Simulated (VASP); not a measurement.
Wanted: the native input for a VASP 6.6.1 run.

| Property | Result |
| --- | --- |
| Task | single point |
| Functional | PBEsol |
| Dispersion | D4 |
| Potentials or basis | VASP PAW PBE potentials, release 64 (Pb_d, S) |
| Cutoff | 520 eV |
| k mesh | 8 × 8 × 8 |
| Occupations | fermi-dirac, width 0.05 eV |
| Spin | no spin polarisation |
| Dipole correction | no |
| Further INCAR settings | ALGO = Normal; EDIFF = 1e-07; NBANDS = 17 |

The structure of PbS (Galena) lies in POSCAR:

```
PbS
1.0
    0.0000000000      2.9853913009      2.9853913009
    2.9853913009      0.0000000000      2.9853913009
    2.9853913009      2.9853913009      0.0000000000
Pb S
1 1
Direct
    0.0000000000      0.0000000000      0.0000000000
    0.5000000000      0.5000000000      0.5000000000
```

One way to write it, as run:

INCAR

```
PREC     = Accurate       # precision mode
ENCUT    = 520            # plane-wave cutoff, eV
EDIFF    = 1E-7           # SCF threshold, eV
ISMEAR   = -1             # smearing method
SIGMA    = 0.05           # smearing width, eV
LREAL    = False          # projectors in reciprocal space
LASPH    = True           # aspherical terms in the spheres
NELM     = 100            # most SCF steps
ALGO     = Normal         # electronic algorithm
ISIF     = 2              # what is computed and relaxed
LWAVE    = False          # write WAVECAR
LCHARG   = False          # write CHGCAR
GGA      = PS             # functional
IVDW     = 13             # dispersion correction
NBANDS   = 17             # bands
```

KPOINTS

```
regular mesh
0
Gamma
  8 8 8
```

Potentials or basis: VASP PAW PBE potentials, release 64 (Pb_d, S).

Launch:

```sh
$ cat potpaw_PBE.64/Pb_d/POTCAR potpaw_PBE.64/S/POTCAR > POTCAR
$ mpirun -np 1 vasp_std > vasp.out
```

Results of the run:

| Quantity | Value |
| --- | --- |
| Pressure | -3.1 GPa |
| Band gap on the k mesh | 0.33 eV, direct |
| Dispersion energy per atom | -0.215 eV |

Caveat: the PAW data sets were made with another functional, which shifts forces and pressure a little; spin-orbit coupling is left out, which moves the levels of the heavy elements.

Run time: 48 s on 1 thread of AMD EPYC 7R13, on a shared host, peak memory 0.16 GiB.
